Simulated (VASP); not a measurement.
Runs of VASP 6.6.1 on AlGa2P3. The structure is that of space group P3m1 (No. 156), or close to it. The cells are those of the table. 

```tsv
level	cell	k mesh	cutoff (eV)	gap on the mesh (eV)	pressure (GPa)	largest force (eV/Å)
PBE	a = 3.855, b = 3.855, c = 9.440 Å, angles 90.0, 90.0, 120.0°, 6 atoms	6 × 6 × 2	500	1.58	2.5	0.01
PBE	a = 3.815, b = 3.815, c = 9.342 Å, angles 90.0, 90.0, 120.0°, 6 atoms	6 × 6 × 2	500	(d)	5.5	0.02
PBE	a = 3.895, b = 3.895, c = 9.537 Å, angles 90.0, 90.0, 120.0°, 6 atoms	6 × 6 × 2	500	1.64	0.0	0.01
r2SCAN	a = 3.783, b = 3.783, c = 9.266 Å, angles 90.0, 90.0, 120.0°, 6 atoms	6 × 6 × 2	550	1.74	6.2	0.02
PBE	a = 3.861, b = 3.861, c = 9.459 Å, angles 90.0, 90.0, 120.0°, 6 atoms	12 × 12 × 4	500	1.60	2.0	0.07
r2SCAN	a = 3.900, b = 3.900, c = 9.552 Å, angles 90.0, 90.0, 120.0°, 6 atoms	6 × 6 × 2	550	1.94	-2.6	0.03
PBE	a = 3.971, b = 3.971, c = 9.724 Å, angles 90.0, 90.0, 120.0°, 6 atoms	6 × 6 × 2	500	1.36	-4.1	(c)
r2SCAN	a = 3.861, b = 3.861, c = 9.459 Å, angles 90.0, 90.0, 120.0°, 6 atoms	6 × 6 × 2	550	(a)	(b)	0.03
```

Alike in all rows: task single point; potentials or basis VASP PAW PBE potentials, release 64 (Al, Ga_d, P); no spin polarisation; smearing gaussian 0.01 eV.

**Question.** Fill in the values left out.

**Answer.** (a) 1.88; (b) -0.1; (c) 0.04; (d) 1.51.

Caveats: the PAW data sets were made with another functional, which shifts forces and pressure a little (some runs).

A k mesh can miss the band edges, and the runs leave out spin-orbit coupling on Ga.
